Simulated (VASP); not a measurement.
Crystal: TiSi6Mo.

```
Ti Si Mo
1.0
     3.35204    0.00000    0.00000
     0.00000    3.35204    0.00000
     0.00000    0.00000   10.12819
Ti Si Mo
1 6 1
Direct
  0.00000 0.00000 0.00000
  0.50000 0.50000 0.87077
  0.50000 0.50000 0.12923
  0.00000 0.00000 0.75314
  0.00000 0.00000 0.24686
  0.50000 0.50000 0.62711
  0.50000 0.50000 0.37289
  0.00000 0.00000 0.50000
```

| Item | Value |
| --- | --- |
| Program | VASP 6.6.1 |
| Task | relaxation of cell and atoms |
| Functional | PBE |
| Potentials or basis | VASP PAW PBE potentials, release 64 (Ti_sv, Si, Mo_sv) |
| Cutoff | 600 eV |
| k mesh | 10 × 10 × 4 |
| Occupations | gaussian, width 0.1 eV |
| Spin | no spin polarisation |

At the start: pressure -0.3 GPa; volume 14.23 Å³/atom.

Task: Where does the relaxation end?

Result: Over 8 steps the energy falls by 2.2 meV/atom and the volume is 14.15 Å³/atom (-0.6 %); space group P4/mmm (No. 123, to 0.1 Å) before and after.

The path:
```csv
step,energy change (eV),largest force (eV/Å),pressure (GPa),volume (Å³)
1,0.0000,0.1078,-0.26,113.80
2,-0.0168,0.0489,-0.34,113.41
3,-0.0168,0.0499,-0.34,113.42
4,-0.0170,0.0144,0.30,112.91
5,-0.0172,0.0283,0.06,113.10
6,-0.0172,0.0286,0.05,113.11
7,-0.0173,0.0103,0.02,113.14
8,-0.0173,0.0013,0.00,113.16
```

Final structure:
```
Ti Si Mo
1.0
     3.32788    0.00000    0.00000
     0.00000    3.32788    0.00000
     0.00000    0.00000   10.21787
Ti Si Mo
1 6 1
Direct
  0.00000 0.00000 0.00000
  0.50000 0.50000 0.87129
  0.50000 0.50000 0.12871
  0.00000 0.00000 0.75225
  0.00000 0.00000 0.24775
  0.50000 0.50000 0.62655
  0.50000 0.50000 0.37345
  0.00000 0.00000 0.50000
```
